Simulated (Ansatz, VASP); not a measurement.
# SiO2: VASP beside Ansatz

```
Si O
1.0
    -2.49624    2.49624    3.54585
     2.49624   -2.49624    3.54585
     2.49624    2.49624   -3.54585
Si O
2 4
Direct
  0.00000 0.00000 0.00000
  0.75000 0.25000 0.50000
  0.97428 0.62500 0.84928
  0.37500 0.22428 0.34928
  0.77572 0.12500 0.15072
  0.87500 0.02572 0.65072
```

Alike in both runs: task single point; functional LDA; k mesh 8 × 8 × 8; occupations gaussian, width 0.05 eV; no spin polarisation.

|  | VASP | Ansatz |
| --- | --- | --- |
| version | VASP 6.6.1 | Ansatz 0.2.0 |
| potentials or method | VASP PAW LDA potentials, release 64 (Si, O), cutoff 520 eV | scalar-relativistic, plane waves, PAW |
| valence electrons in the cell | 32 | 32 |

Ansatz gave:

```
gap on the k mesh at the Fermi level (eV)                     : 5.77
least direct gap on the mesh (eV)                             : 5.77
pressure (GPa)                                                : -0.2
traceless stress, the component that is largest in VASP (GPa) : 1.33
rms of the force components (eV/Å)                            : 0.023
```

Which values does VASP return?

gap on the k mesh at the Fermi level (eV): 5.77; least direct gap on the mesh (eV): 5.77; pressure (GPa): 0.4; traceless stress, the component that is largest in VASP (GPa): 1.32; rms of the force components (eV/Å): 0.010.

LDA's correlation is that of Perdew and Zunger in VASP and of Perdew and Wang (1992) in Ansatz. Atom by atom the forces differ by 0.013 eV/Å (rms over components).
